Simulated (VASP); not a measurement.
Set up this calculation in VASP 6.6.1, as the native input.

* Task: single point
* Functional: BLYP
* Potentials or basis: VASP PAW PBE potentials, release 64 (Mg)
* Cutoff: 520 eV
* k mesh: 11 × 11 × 11
* Occupations: fermi-dirac, width 0.1 eV
* Spin: no spin polarisation
* Dipole correction: no
* Further INCAR settings: ALGO = Normal; EDIFF = 1e-06; NBANDS = 7

The structure of Mg lies in POSCAR:

```
Mg
1.0
    3.2102178643      0.0000000000      0.0000000000
    0.0000000000      3.2102178643      0.0000000000
    0.0000000000      0.0000000000      3.2102178643
Mg
1
Direct
    0.0000000000      0.0000000000      0.0000000000
```

This cell differs from its parent crystal: volume scaled by 1.12.

These files were run (other wordings do the same):

INCAR

```
SYSTEM = Mg
PREC = Accurate ; ENCUT = 520
EDIFF = 1E-6 ; ISMEAR = -1
SIGMA = 0.1 ; LREAL = .FALSE.
LASPH = .TRUE. ; NELM = 60
ALGO = Normal ; ISIF = 2
LWAVE = .FALSE. ; LCHARG = .FALSE.
GGA = B5 ; ALDAX = 1.0
AGGAX = 1.0 ; AGGAC = 1.0
ALDAC = 0.0 ; NBANDS = 7
```

KPOINTS

```
regular mesh
0
G
  11 11 11
  0 0 0
```

Potentials or basis: VASP PAW PBE potentials, release 64 (Mg).

The run is started by

```console
$ cat potpaw_PBE.64/Mg/POTCAR > POTCAR
$ mpirun -np 1 vasp_std > vasp.out
```

It gave:

The pressure is -1.4 GPa and the band gap on the k mesh is zero (band 1 reaches 4.21 eV, above the bottom of band 2 at 0.31 eV).

Caveat: the PAW data sets were made with another functional, which shifts forces and pressure a little.

Wall time 9.8 s on 1 thread of Intel(R) Xeon(R) Platinum 8375C CPU @ 2.90GHz (Ice Lake) (shared host), peak memory 0.13 GiB.
